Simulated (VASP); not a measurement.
The system is MnS.

```
Mn S
1.0
     0.00000    2.65558    2.65558
     2.65558    0.00000    2.65558
     2.65558    2.65558    0.00000
Mn S
1 1
Direct
  0.00000 0.00000 0.00000
  0.50000 0.50000 0.50000
```

Base run:

| Quantity | Value |
| --- | --- |
| Program | VASP 6.6.1 |
| Functional | PBEsol |
| Potentials or basis | VASP PAW PBE potentials, release 64 (Mn_pv, S) |
| Cutoff | 520 eV |
| k mesh | 9 × 9 × 9 |
| Occupations | fermi-dirac, width 0.05 eV |
| Spin | collinear spin, ferromagnetic start |
| Starting moments | [4.0, 0.0] μB |

Its results: pressure -9.4 GPa; net moment 4.81 μB per cell; site moments Mn +4.32; S +0.11 μB.

Q: The run is repeated on the same cell with these changes: functional from PBEsol to RPBE. What comes out?

A: Pressure -2.6 GPa; net moment 4.87 μB per cell; site moments Mn +4.38; S +0.11 μB.

RPBE binds less tightly than PBEsol, so the same cell stands under more pressure.

Caveats: the PAW data sets were made with another functional, which shifts forces and pressure a little; a cell with one magnetic atom can't hold antiferromagnetic order, which such compounds often take; the cell stands under tension (at least some runs).
